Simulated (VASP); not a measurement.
# Ge (Cmmm) in VASP: notebook

The runs below take Ge through single point, relaxation of cell and atoms, with PBE.

Everything below comes from runs of VASP 6.6.1. Logs are shortened: lines on timing, memory, paths and dates and some standing lists are left out, and cuts for length are marked.

**1. The cell of the first run**

It takes space group Cmmm (No. 65, orthorhombic). The conventional cell has a = 5.070 Å, b = 5.687 Å, c = 2.632 Å, α = 90.00°, β = 90.00°, γ = 90.00°. Within 3.3 Å of Ge (site symmetry m2m) lie 6 Ge at 2.49 to 3.20 Å.

The cell was generated, and may not be a known phase.

**2. Single point, PBE**

Input file INCAR:

```
PREC = Accurate
ENCUT = 520
EDIFF = 1E-6
ISMEAR = 0
SIGMA = 0.1
LREAL = False
LASPH = True
NELM = 80
ALGO = Normal
ISIF = 2
LWAVE = False
LCHARG = True
GGA = PE
LELF = True
LVHAR = True
NBANDS = 21
```

Input file KPOINTS:

```
regular mesh
0
Gamma
  4 4 6
```

Input file POSCAR:

```
Ge
1.0
    2.5348427700     -2.8434658300      0.0000000000
    2.5348427700      2.8434658300      0.0000000000
    0.0000000000      0.0000000000      2.6323346700
Ge
2
Direct
    0.7810797100      0.2189202900      0.0000000000
    0.2189202900      0.7810797100      0.0000000000
```

Potentials or basis: VASP PAW PBE potentials, release 64 (Ge_d).

On the command line:

```sh
$ cat potpaw_PBE.64/Ge_d/POTCAR > POTCAR
$ mpirun -np 1 vasp_std > vasp.out
```

OUTCAR:

```text
PREC = Accurate
   ENCUT = 520
   EDIFF = 1E-6
   ISMEAR = 0
   LREAL = False
   LASPH = True
   NELM = 80
   ISIF = 2
   GGA = PE

 ion  position               nearest neighbor table
   1  0.781  0.219  0.000-   2 2.49   2 2.56   2 2.56
   2  0.219  0.781  0.000-   1 2.49   1 2.56   1 2.56

  LATTYP: Found a base centered orthorhombic cell.
 ALAT       =     5.0696855400
 B/A-ratio  =     1.1217523484
 C/A-ratio  =     0.5192303643

  Lattice vectors:

 A1 = (   2.5348427700,  -2.8434658300,   0.0000000000)
 A2 = (   2.5348427700,   2.8434658300,   0.0000000000)
 A3 = (   0.0000000000,   0.0000000000,   2.6323346700)

Analysis of symmetry for initial positions (statically):
=====================================================================
 Subroutine PRICEL returns:
 Original cell was already a primitive cell.

 Routine SETGRP: Setting up the symmetry group for a
 base centered orthorhombic supercell.

 Subroutine GETGRP returns: Found  8 space group operations
 (whereof  8 operations were pure point group operations)
 out of a pool of  8 trial point group operations.

The static configuration has the point symmetry D_2h.

Analysis of symmetry for dynamics (positions and initial velocities):
=====================================================================
 Subroutine PRICEL returns:
 Original cell was already a primitive cell.

 Routine SETGRP: Setting up the symmetry group for a
 base centered orthorhombic supercell.

 Subroutine GETGRP returns: Found  8 space group operations
 (whereof  8 operations were pure point group operations)
 out of a pool of  8 trial point group operations.

The dynamic configuration has the point symmetry D_2h.

 Subroutine INISYM returns: Found  8 space group operations
 (whereof  8 operations are pure point group operations),
 and found     1 'primitive' translations

----------------------------------------------------------------------------------------

                                     Primitive cell

  volume of cell :      37.9464

  direct lattice vectors                    reciprocal lattice vectors
     2.534842770 -2.843465830  0.000000000     0.197250893 -0.175841747  0.000000000
     2.534842770  2.843465830  0.000000000     0.197250893  0.175841747  0.000000000
     0.000000000  0.000000000  2.632334670     0.000000000  0.000000000  0.379890905

  length of vectors
     3.809294658  3.809294658  2.632334670     0.264250326  0.264250326  0.379890905

  position of ions in fractional coordinates (direct lattice)
     0.781079710  0.218920290  0.000000000
     0.218920290  0.781079710  0.000000000

  ion indices of the primitive-cell ions
   primitive index   ion index
                 1           1
                 2           2

----------------------------------------------------------------------------------------

 KPOINTS: regular mesh

Automatic generation of k-mesh.
 Grid dimensions read from file:
 generate k-points for:    4    4    6

 Generating k-lattice:

  Cartesian coordinates                     Fractional coordinates (reciprocal lattice)
     0.049312723 -0.043960437  0.000000000     0.250000000  0.000000000  0.000000000
     0.049312723  0.043960437  0.000000000     0.000000000  0.250000000  0.000000000
     0.000000000  0.000000000  0.063315151     0.000000000  0.000000000  0.166666667

  Length of vectors
     0.066062582  0.066062582  0.063315151

  Shift w.r.t. Gamma in fractional coordinates (k-lattice)
     0.000000000  0.000000000  0.000000000

 Subroutine IBZKPT returns following result:
 ===========================================

 Found     28 irreducible k-points:

 Following reciprocal coordinates:
            Coordinates               Weight
  0.000000  0.000000  0.000000      1.000000
  0.250000 -0.000000  0.000000      4.000000
  0.500000 -0.000000  0.000000      2.000000
  0.250000  0.250000  0.000000      2.000000
  0.500000  0.250000  0.000000      4.000000
 -0.250000  0.250000  0.000000      2.000000
[... 16 lines left out ...]
  0.250000 -0.000000  0.500000      4.000000
  0.500000 -0.000000  0.500000      2.000000
 [... further k-points ...]
   k-points           NKPTS =     28   k-points in BZ     NKDIM =     28   number of bands    NBANDS=     21
   number of dos      NEDOS =    301   number of ions     NIONS =      2
   total plane-waves  NPLWV =  15680
   dimension x,y,z NGX =    28 NGY =   28 NGZ =   20
   dimension x,y,z NGXF=    56 NGYF=   56 NGZF=   40
   ions per type =               2
   NGX,Y,Z   is equivalent  to a cutoff of  12.22, 12.22, 12.63 a.u.
   NGXF,Y,Z  is equivalent  to a cutoff of  24.44, 24.44, 25.26 a.u.
 SYSTEM =  unknown system
   PREC   = accura    normal or accurate (medium, high low for compatibility)
   ISTART =      0    job   : 0-new  1-cont  2-samecut
   ICHARG =      2    charge: 1-file 2-atom 10-const
   ISPIN  =      1    spin polarized calculation?
   LNONCOLLINEAR =      F non collinear calculations
   LSORBIT =      F    spin-orbit coupling
   LASPH  =      T    aspherical Exc in radial PAW
   ENCUT  =  520.0 eV  38.22 Ry    6.18 a.u.   7.08  7.08  4.89*2*pi/ulx,y,z
   NELM   =     80;   NELMIN=  2; NELMDL= -5     # of ELM steps
   EDIFF  = 0.1E-05   stopping-criterion for ELM
   LREAL  =      F    real-space projection
[... 7 lines left out ...]
   TEBEG  =    0.0;   TEEND  =   0.0 temperature during run
   PSTRESS=    0.0 pullay stress
   NELECT =      28.0000    total number of electrons
   NUPDOWN=      -1.0000    fix difference up-down
   EMIN   =  10.00;   EMAX   =-10.00  energy-range for DOS
   EFERMI =   0.00;   METHOD = LEGACY
   ISMEAR =     0;   SIGMA  =   0.10  broadening in eV -4-tet -1-fermi 0-gaus
   EFERMI_NEDOS =   21; number of points for ismear=-14 and -15
   IALGO  =     38    algorithm
   IMIX   =      4    mixing-type and parameters
     AMIX     =   0.40;   BMIX     =  1.00
     AMIX_MAG =   1.60;   BMIX_MAG =  1.00
  volume/ion in A,a.u.               =      18.97       128.04
  Fermi-wavevector in a.u.,A,eV,Ry     =   1.479350  2.795565 29.776010  2.188475
  Thomas-Fermi vector in A             =   2.593518
   LORBIT       =      0    0 simple, 1 ext, 2 COOP (PROOUT), +10 PAW based schemes
   GGA     = PE    functional components
   LHFCALC =     F    Hartree Fock is set to
   AEXX    =    0.0000 exact exchange contribution
   IVDW    =     0    specifies the selected vdW correction
   LEPSILON=     F    determine dielectric tensor
   LRPA    =     F    only Hartree local field effects (RPA)
 non-spin polarized calculation
 Gauss-broadening in eV      SIGMA  =   0.10
  energy-cutoff  :      520.00
  volume of cell :       37.95
 maximum number of plane-waves:      1060
   NGX = 15   NGY = 15   NGZ =  9

 number of electron      28.0000010 magnetization

 Free energy of the ion-electron system (eV)
  ---------------------------------------------------
  ext. energy  EPLUGINS =         0.00000000
  ---------------------------------------------------
  free energy    TOTEN  =        -8.40773421 eV

  energy without entropy =       -8.39808563  energy(sigma->0) =       -8.40290992

 E-fermi :   6.3042     XC(G=0): -11.1021

 val. band max:        6.3018407905   @ k =   0.2500  -0.0000   0.3333
 cond. band min:       6.3201428288   @ k =   0.5000  -0.0000   0.3333
 fundamental gap:      0.0183020383
 Fermi energy:         6.3042217991

 k-point     1 :       0.0000    0.0000    0.0000
  band No.  band energies     occupation
      1     -18.3492      2.00000
      2     -18.3217      2.00000
      3     -18.2165      2.00000
      4     -18.1971      2.00000
      5     -18.0989      2.00000
      6     -18.0900      2.00000
[... 13 lines left out ...]
     20      17.4262      0.00000
     21      19.8891      0.00000

 k-point     2 :       0.2500   -0.0000    0.0000
  band No.  band energies     occupation
      1     -18.3210      2.00000
      2     -18.3026      2.00000
      3     -18.2075      2.00000
      4     -18.1793      2.00000
      5     -18.0909      2.00000
      6     -18.0856      2.00000
[... 13 lines left out ...]
     20      18.5164      0.00000
     21      19.1445      0.00000

 k-point     3 :       0.5000   -0.0000    0.0000
  band No.  band energies     occupation
      1     -18.3004      2.00000
      2     -18.2501      2.00000
      3     -18.2156      2.00000
      4     -18.1670      2.00000
      5     -18.0913      2.00000
      6     -18.0585      2.00000
[... 13 lines left out ...]
     20      18.5692      0.00000
     21      19.9438      0.00000

 k-point     4 :       0.2500    0.2500    0.0000
  band No.  band energies     occupation
      1     -18.3146      2.00000
      2     -18.2465      2.00000
      3     -18.2373      2.00000
      4     -18.1269      2.00000
      5     -18.1021      2.00000
      6     -18.0968      2.00000
[... 13 lines left out ...]
     20      17.5549      0.00000
     21      19.3157      0.00000

 k-point     5 :       0.5000    0.2500    0.0000
  band No.  band energies     occupation
      1     -18.3087      2.00000
      2     -18.2983      2.00000
      3     -18.1544      2.00000
      4     -18.1468      2.00000
      5     -18.0992      2.00000
      6     -18.0884      2.00000
[... 13 lines left out ...]
     20      19.2522      0.00000
     21      20.6594      0.00000

 k-point     6 :      -0.2500    0.2500    0.0000
  band No.  band energies     occupation
      1     -18.3407      2.00000
      2     -18.2946      2.00000
      3     -18.1811      2.00000
      4     -18.1754      2.00000
      5     -18.1036      2.00000
      6     -18.0905      2.00000
[... 13 lines left out ...]
     20      18.4471      0.00000
     21      20.9452      0.00000

 k-point     7 :       0.5000    0.5000    0.0000
  band No.  band energies     occupation
      1     -18.3327      2.00000
      2     -18.3040      2.00000
      3     -18.1138      2.00000
      4     -18.1103      2.00000
      5     -18.1080      2.00000
      6     -18.1006      2.00000
[... 13 lines left out ...]
     20      20.2208      0.00000
     21      20.4350      0.00000
[... 291 lines left out ...]
      1     -18.2856      2.00000
      2     -18.1946      2.00000
      3     -18.1729      2.00000
      4     -18.1640      2.00000
      5     -18.1532      2.00000
      6     -18.0937      2.00000
[... 13 lines left out ...]
     20      15.7374      0.00000
     21      19.0171      0.00000

 k-point    21 :       0.5000    0.5000    0.3333
  band No.  band energies     occupation
      1     -18.2427      2.00000
      2     -18.2020      2.00000
      3     -18.2016      2.00000
      4     -18.1901      2.00000
      5     -18.1021      2.00000
      6     -18.0925      2.00000
[... 13 lines left out ...]
     20      19.4055      0.00000
     21      21.9264      0.00000

 k-point    22 :       0.0000    0.0000    0.5000
  band No.  band energies     occupation
      1     -18.3179      2.00000
      2     -18.2158      2.00000
      3     -18.1993      2.00000
      4     -18.1979      2.00000
      5     -18.1118      2.00000
      6     -18.0966      2.00000
[... 13 lines left out ...]
     20      14.7049      0.00000
     21      15.9125      0.00000

 k-point    23 :       0.2500   -0.0000    0.5000
  band No.  band energies     occupation
      1     -18.2824      2.00000
      2     -18.2008      2.00000
      3     -18.1976      2.00000
      4     -18.1676      2.00000
      5     -18.1146      2.00000
      6     -18.1029      2.00000
[... 13 lines left out ...]
     20      14.7473      0.00000
     21      16.9139      0.00000

 k-point    24 :       0.5000   -0.0000    0.5000
  band No.  band energies     occupation
      1     -18.2163      2.00000
      2     -18.2006      2.00000
      3     -18.1652      2.00000
      4     -18.1621      2.00000
      5     -18.1456      2.00000
      6     -18.1122      2.00000
[... 13 lines left out ...]
     20      14.2891      0.00000
     21      16.2646      0.00000

 [... further k-points ...]
[... 5 lines left out ...]
  --------------------------------------------------------------------------------------
  -------------------------------------------------------------------------------------
  Total        1.7307085      1.7979482      1.4669138     -0.0000000      0.0000000      0.0000000
  in kB       73.0742504     75.9132562     61.9362688     -0.0000000      0.0000000      0.0000000
  external PRESSURE =      70.3079251 kB  Pullay stress =       0.0000000 kB

 VOLUME and BASIS-vectors are now :
 -----------------------------------------------------------------------------
  energy-cutoff  :      520.00
  volume of cell :       37.95
      direct lattice vectors                 reciprocal lattice vectors
     2.534842770 -2.843465830  0.000000000     0.197250893 -0.175841747  0.000000000
     2.534842770  2.843465830  0.000000000     0.197250893  0.175841747  0.000000000
     0.000000000  0.000000000  2.632334670     0.000000000  0.000000000  0.379890905

 POSITION                                       TOTAL-FORCE (eV/Angst)
 -----------------------------------------------------------------------------------
      2.53484     -1.59848      0.00000         0.000000      0.469883     -0.000000
      2.53484      1.59848      0.00000         0.000000     -0.469883      0.000000
 -----------------------------------------------------------------------------------
    total drift:                                0.000000      0.000000      0.000000

  FREE ENERGIE OF THE ION-ELECTRON SYSTEM (eV)
  ---------------------------------------------------
  free  energy   TOTEN  =        -8.4077342098 eV

  energy  without entropy=       -8.3980856251  energy(sigma->0) =       -8.40290992
```

It took 21 s on 1 thread of Intel Xeon 8259CL, shared host; peak memory 0.15 GiB.

What came out:

- Free energy: -8.4077 eV
- Pressure: 7.0 GPa
- Largest force: 0.470 eV/Å
- Band gap on the k mesh: zero (bands 14 and 15 overlap by 3.57 eV)

Forces on the atoms (eV/Å):
```
Ge   0.000  0.470  0.000
Ge   0.000 -0.470  0.000
```

Stress tensor (GPa, compression positive):
```
7.31 0.00 0.00
0.00 7.59 0.00
0.00 0.00 6.19
```

Caveat: the k points lie up to 0.42 Å⁻¹ apart, too coarse for converged energies and pressures of a metal.

**3. Single point, PBE**

This run uses another cell than the first one, of 20.82 Å³/atom.

Input file INCAR:

```
SYSTEM = Ge
PREC = Accurate
ENCUT = 520
EDIFF = 1E-7
ISMEAR = 0
SIGMA = 0.1
LREAL = .False.
LASPH = .True.
NELM = 60
ALGO = Normal
ISIF = 2
LWAVE = .False.
LCHARG = .True.
GGA = PE
LELF = .True.
LVHAR = .True.
NBANDS = 21
```

Input file KPOINTS:

```
regular mesh
0
Gamma
  4 4 6
  0 0 0
```

Input file POSCAR:

```
Ge
1.0
    2.6047384454     -2.9380495062      0.0000000000
    2.6047384454      2.9380495062      0.0000000000
    0.0000000000      0.0000000000      2.7210193954
Ge
2
Direct
    0.7750531206      0.2249468794      0.0000000000
    0.2249468794      0.7750531206      0.0000000000
```

Potentials or basis: VASP PAW PBE potentials, release 64 (Ge_d).

On the command line:

```sh
$ cat potpaw_PBE.64/Ge_d/POTCAR > POTCAR
$ mpirun -np 1 vasp_std > vasp.out
```

Wall time 31 s (1 thread of Intel Xeon 8259CL, shared host); peak memory 0.15 GiB.

It converged, with:

- Free energy: -8.5054 eV
- Pressure: 0.0 GPa
- Largest force: 0.012 eV/Å
- Band gap on the k mesh: zero (bands 14 and 15 overlap by 3.08 eV)

Forces in eV/Å, atoms in the order of the input:
```
Ge   0.000  0.012  0.000
Ge   0.000 -0.012  0.000
```

Stress tensor (GPa, compression positive):
```
-0.25  0.00  0.00
 0.00  0.16  0.00
 0.00  0.00 -0.04
```

Levels at points of the mesh, in eV from the Fermi level:
```
           k point  band 12  band 13  band 14  band 15  band 16  band 17
(0.00, 0.00, 0.00)    -5.11    -2.98    -1.69     3.01     4.49     6.72
(0.50, 0.00, 0.00)    -9.61    -1.11     0.59     1.42     2.08     8.40
(0.50, 0.50, 0.00)    -8.43    -5.21    -4.84     7.91     8.83     9.92
(0.00, 0.00, 0.50)    -5.28    -0.71    -0.23     0.41     1.21     6.55
(0.50, 0.00, 0.50)    -5.94    -3.50    -2.67     1.75     4.15     4.64
(0.50, 0.50, 0.50)    -4.65    -2.95    -2.27    -1.89    -1.55     3.38
```

Caveat: the k points lie up to 0.40 Å⁻¹ apart, too coarse for converged energies and pressures of a metal.

**4. Relaxation of cell and atoms, PBE**

Input file INCAR:

```
SYSTEM = Ge
PREC = Accurate
ENCUT = 600
EDIFF = 1E-7
ISMEAR = 0
SIGMA = 0.1
LREAL = .FALSE.
LASPH = .TRUE.
NELM = 80
ALGO = Normal
ISIF = 3
LWAVE = .FALSE.
LCHARG = .FALSE.
GGA = PE
IBRION = 2
NSW = 90
EDIFFG = -0.04
```

Input file KPOINTS:

```
regular mesh
0
G
  4 4 6
  0 0 0
```

Input file POSCAR:

```
Ge
1.0
    2.5348427700     -2.8434658300      0.0000000000
    2.5348427700      2.8434658300      0.0000000000
    0.0000000000      0.0000000000      2.6323346700
Ge
2
Direct
    0.7810797100      0.2189202900      0.0000000000
    0.2189202900      0.7810797100      0.0000000000
```

On the command line:

```sh
$ cat potpaw_PBE.64/Ge_d/POTCAR > POTCAR
$ mpirun -np 1 vasp_std > vasp.out
```

Run time: 2.1 min. Hardware: 1 thread of Intel Xeon 8259CL, shared host; peak memory 0.17 GiB.

The run converged. Its results:

| Property | Result |
| --- | --- |
| Free energy | -8.5048 eV |
| Relaxed volume | 20.90 Å³/atom |
| Relaxed cell | a = 3.937 Å, b = 3.937 Å, c = 2.719 Å, α = 90.00°, β = 90.00°, γ = 97.29° |
| Space group after relaxing (to 0.1 Å) | Cmmm (No. 65) |
| Energy gained by relaxing | 48.5 meV/atom |
| Ionic steps | 7 |
| Pressure after relaxing | 0.0 GPa |
| Largest force after relaxing | 0.032 eV/Å |
| Band gap on the k mesh | zero (bands 14 and 15 overlap by 3.16 eV) |

Forces in eV/Å, atoms in the order of the input:
```
Ge   0.000  0.032  0.000
Ge   0.000 -0.032  0.000
```

Stress tensor (GPa, compression positive):
```
 0.18  0.00  0.00
 0.00 -0.18  0.00
 0.00  0.00  0.11
```

The path:
```tsv
step	energy change (eV)	largest force (eV/Å)	pressure (GPa)	volume (Å³)
1	0.0000	0.4695	7.28	37.95
2	-0.0883	0.0134	-1.64	42.88
3	-0.0942	0.0631	-0.11	41.86
4	-0.0942	0.0697	0.01	41.78
5	-0.0966	0.0480	-0.02	41.88
6	-0.0967	0.0541	-0.09	41.86
7	-0.0970	0.0317	0.04	41.80
```

Final structure:
```xyz
2
Lattice="2.6011 -2.9551 0.0000 2.6011 2.9551 0.0000 0.0000 0.0000 2.7191" Properties=species:S:1:pos:R:3 pbc="T T T"
Ge    2.6011   -1.6370    0.0000
Ge    2.6011    1.6370    2.7191
```

Levels at points of the mesh, in eV from the Fermi level:
```tsv
k point	band 11	band 12	band 13	band 14	band 15	band 16	band 17	band 18
(0.00, 0.00, 0.00)	-12.43	-5.13	-3.01	-1.68	2.95	4.37	6.74	8.21
(0.50, 0.00, 0.00)	-10.61	-9.58	-1.22	0.54	1.48	2.13	8.40	9.36
(0.50, 0.50, 0.00)	-9.71	-8.46	-5.19	-4.77	7.82	8.83	9.94	10.23
(0.00, 0.00, 0.50)	-8.77	-5.28	-0.73	-0.24	0.39	1.23	6.51	6.52
(0.50, 0.00, 0.50)	-6.97	-5.90	-3.53	-2.65	1.64	4.21	4.64	5.66
(0.50, 0.50, 0.50)	-5.93	-4.68	-2.98	-2.24	-1.91	-1.44	3.40	3.72
```

Caveat: the k points lie up to 0.40 Å⁻¹ apart in the final cell, too coarse for converged energies and pressures of a metal.

**5. The runs side by side**

| task | cell | cutoff (eV) | gap on the mesh (eV) | pressure (GPa) | largest force (eV/Å) |
| --- | --- | --- | --- | --- | --- |
| single point | a = 3.809, b = 3.809, c = 2.632 Å, angles 90.0, 90.0, 96.6°, 2 atoms, atomic positions A | 520 | none | 7.0 | 0.47 |
| single point | a = 3.926, b = 3.926, c = 2.721 Å, angles 90.0, 90.0, 96.9°, 2 atoms, atomic positions B | 520 | none | 0.0 | 0.01 |
| relaxation of cell and atoms | relaxed from a = 3.809, b = 3.809, c = 2.632 Å, angles 90.0, 90.0, 96.6°, 2 atoms, atomic positions A | 600 | none | 0.0 | 0.03 |

Alike in all rows: level PBE; potentials or basis VASP PAW PBE potentials, release 64 (Ge_d); no spin polarisation; k mesh 4 × 4 × 6; smearing gaussian 0.1 eV.

Caveats: all runs use coarse meshes.

Total energies depend on the potentials used, so only differences within one code and one set of settings carry meaning.

The gap in the log of VASP goes by the Fermi energy; the results here count the filled bands.